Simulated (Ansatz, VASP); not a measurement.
## HgTe in VASP and in Ansatz

```
Hg Te
1.0
     0.00000    3.19094    3.19094
     3.19094    0.00000    3.19094
     3.19094    3.19094    0.00000
Hg Te
1 1
Direct
  0.00000 0.00000 0.00000
  0.75000 0.75000 0.75000
```

Change from the starting cell: volume scaled by 0.97.

Alike in both runs: task single point; functional PBE; k mesh 9 × 9 × 9; occupations fermi-dirac, width 0.05 eV; no spin polarisation.

|  | VASP | Ansatz |
| --- | --- | --- |
| version | VASP 6.6.1 | Ansatz 0.2.0 |
| potentials or method | VASP PAW PBE potentials, release 64 (Hg, Te), cutoff 520 eV | all-electron LAPW, scalar-relativistic |

|  | VASP | Ansatz | Ansatz less VASP |
| --- | --- | --- | --- |
| pressure (GPa) | 5.9 | 5.8 | -0.08 |

Ansatz ran all-electron here, and VASP with PAW potentials.

Spin-orbit coupling is off throughout.
